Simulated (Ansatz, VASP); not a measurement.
**HfC: VASP beside Ansatz**

```
Hf C
1.0
     3.35219    0.00333   -0.05243
    -1.67321    2.92200    0.01147
    -0.08160   -0.02650    5.24211
Hf C
2 2
Cartesian
  1.7471 1.0943 4.0241
  -0.1597 1.9933 1.2770
  1.5547 2.8438 5.0020
  1.5795 2.8441 2.5285
```

Alike in both runs: task single point; functional PBEsol; k mesh 5 × 5 × 3; occupations fermi-dirac, width 0.05 eV; no spin polarisation.

|  | VASP | Ansatz |
| --- | --- | --- |
| version | VASP 6.6.1 | Ansatz 0.2.0 |
| potentials or method | VASP PAW PBE potentials, release 64 (Hf_pv, C), cutoff 520 eV | plane waves, PAW |
| valence electrons in the cell | 28 | 60 |

```csv
,VASP,Ansatz,Ansatz less VASP
pressure (GPa),-1.6,-1.3,+0.26
"traceless stress, the component that is largest in VASP (GPa)",8.69,8.69,-0.006
rms of the force components (eV/Å),2.417,2.396,-0.0207
```

VASP's potentials were made for PBE, not for PBEsol. Atom by atom the forces differ by 0.025 eV/Å (rms over components). VASP's potentials hold 28 valence electrons a cell and Ansatz's 60, so a difference there can come from the potentials and not from the codes. Ansatz's warnings: stress scf threshold loose.

The k mesh is coarse, so the values compare programs but aren't converged. Neither program's run includes spin-orbit coupling.
